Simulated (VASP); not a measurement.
A run of VASP 6.6.1 is set up as follows.

Contents of INCAR:

```
  PREC = Accurate
  ENCUT = 520
  EDIFF = 1E-6
  ISMEAR = 0
  SIGMA = 0.05
  LREAL = False
  LASPH = True
  NELM = 150
  ALGO = Normal
  ISIF = 2
  LWAVE = False
  LCHARG = False
  ISPIN = 2
  MAGMOM = 0 0 0 0 0 0 0 0 2
  LORBIT = 11
  LDIPOL = True
  IDIPOL = 3
  DIPOL = 0.5 0.5 0.330
  GGA = PE
  NBANDS = 33
```

KPOINTS

```
Automatic mesh
0
Gamma
  7 4 1
```

Contents of POSCAR:

```
Si8O
1.0
    3.8510821816      0.0000000000      0.0000000000
    0.0000000000      6.3646812169      0.0000000000
    0.0000000000      0.0000000000     19.7525434844
Si O
8 1
Direct
    0.0000000000      0.9370679252      0.2025055661
    0.0000000000      0.5629320748      0.2025055661
    0.5000000000      0.4370679252      0.2587875162
    0.5000000000      0.0629320748      0.2587875162
    0.5000000000      0.9333044677      0.3720589469
    0.5000000000      0.5666955323      0.3720589469
    0.0000000000      0.4259907537      0.4177964975
    0.0000000000      0.0740092463      0.4177964975
    0.3333333333      1.2593240871      0.4653531821
```

Potentials or basis: VASP PAW PBE potentials, release 64 (Si, O).

Command:

```console
$ cat potpaw_PBE.64/Si/POTCAR potpaw_PBE.64/O/POTCAR > POTCAR
$ mpirun -np 1 vasp_std > vasp.out
```

Task: Estimate the net moment.

Result: 0.00 μB per cell.

Task: Estimate the largest force.

Result: 3.177 eV/Å.

Task: What does it give for the band gap on the k mesh?

Result: Zero (filled and empty bands overlap).

Forces in eV/Å, atoms in the order of the input:
```
Si   0.047 -0.657  0.603
Si   0.038  0.676  0.608
Si   0.123 -0.015 -0.577
Si   0.122  0.020 -0.616
Si  -0.426 -0.632 -0.121
Si  -0.428  0.683 -0.200
Si   1.902 -0.653  0.144
Si   1.797  0.670  0.126
O   -3.175 -0.092  0.034
```
